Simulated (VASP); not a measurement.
# WC: single point with r2SCAN

WC:

```
W C
1.0
     0.00000    2.13787    2.24750
     2.13787    0.00000    2.24750
     2.13787    2.13787    0.00000
W C
1 1
Direct
  0.00000 0.00000 0.00000
  0.50000 0.50000 0.50000
```

This cell differs from its parent crystal: strain -0.025 along x and y, +0.025 along z.

```
Program             : VASP 6.6.1
Task                : single point
Functional          : r2SCAN
Potentials or basis : VASP PAW PBE potentials, release 64 (W_sv, C)
Cutoff              : 520 eV
k mesh              : 18 × 18 × 18
Occupations         : gaussian, width 0.15 eV
Spin                : no spin polarisation
```

```
Pressure               : 8.5 GPa
Band gap on the k mesh : zero (bands 9 and 10 overlap by 3.16 eV)
```

Stress tensor (GPa, compression positive):
```
 17.86   0.00   0.00
  0.00  17.86   0.00
  0.00   0.00 -10.20
```

Levels at points of the mesh, in eV from the Fermi level:
```tsv
k point	band 5	band 6	band 7	band 8	band 9	band 10	band 11	band 12	band 13	band 14
(0.00, 0.00, 0.00)	-16.95	-3.36	-2.71	-2.71	-1.45	-1.35	-1.14	-1.14	-0.75	7.50
(0.50, 0.00, 0.00)	-12.10	-10.43	-7.20	-7.12	0.98	1.37	2.67	5.36	8.73	10.14
(0.50, 0.50, 0.00)	-14.82	-6.35	-6.08	-2.51	-2.51	0.85	2.42	2.42	5.44	8.44
(0.50, 0.00, 0.50)	-14.72	-6.09	-5.76	-2.91	-2.80	0.88	2.12	2.78	6.30	8.01
```

Wall time 4.4 min on 1 thread of Intel(R) Xeon(R) 6975P-C (Granite Rapids), with other jobs on the host, peak memory 0.27 GiB.

Caveat: the cell differs from its parent crystal (strain -0.025 along x and y, +0.025 along z); the stress differs along the axes, from -10 to 18 GPa; the PAW data sets were made with another functional, which shifts forces and pressure a little; spin-orbit coupling is left out, which moves the levels of the heavy elements.
